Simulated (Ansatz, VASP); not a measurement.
## W: VASP beside Ansatz

```
W
1.0
     4.50203    0.00000    0.00000
    -2.25102    3.89888    0.00000
     0.00000    0.00000   20.59490
W
6
Direct
  0.16667 0.33333 0.40482
  0.50000 0.00000 0.43812
  0.83333 0.66667 0.47079
  0.16667 0.33333 0.52922
  0.50000 0.00000 0.56188
  0.83333 0.66667 0.59518
```

Alike in both runs: functional PBE; k mesh 9 × 9 × 1; occupations fermi-dirac, width 0.08 eV; no spin polarisation.

Ansatz relaxed the structure, and its values are those at the end. VASP's run is a single point on that final structure, the one shown.

|  | VASP | Ansatz |
| --- | --- | --- |
| version | VASP 6.6.1 | Ansatz 0.2.0 |
| potentials or method | VASP PAW PBE potentials, release 64 (W_sv), cutoff 520 eV | all-electron LAPW, scalar-relativistic |

|  | VASP | Ansatz | Ansatz less VASP |
| --- | --- | --- | --- |
| rms of the force components (eV/Å) | 0.020 | 0.001 | -0.0195 |

Ansatz ran all-electron here, and VASP with PAW potentials.

Neither program's run includes spin-orbit coupling.
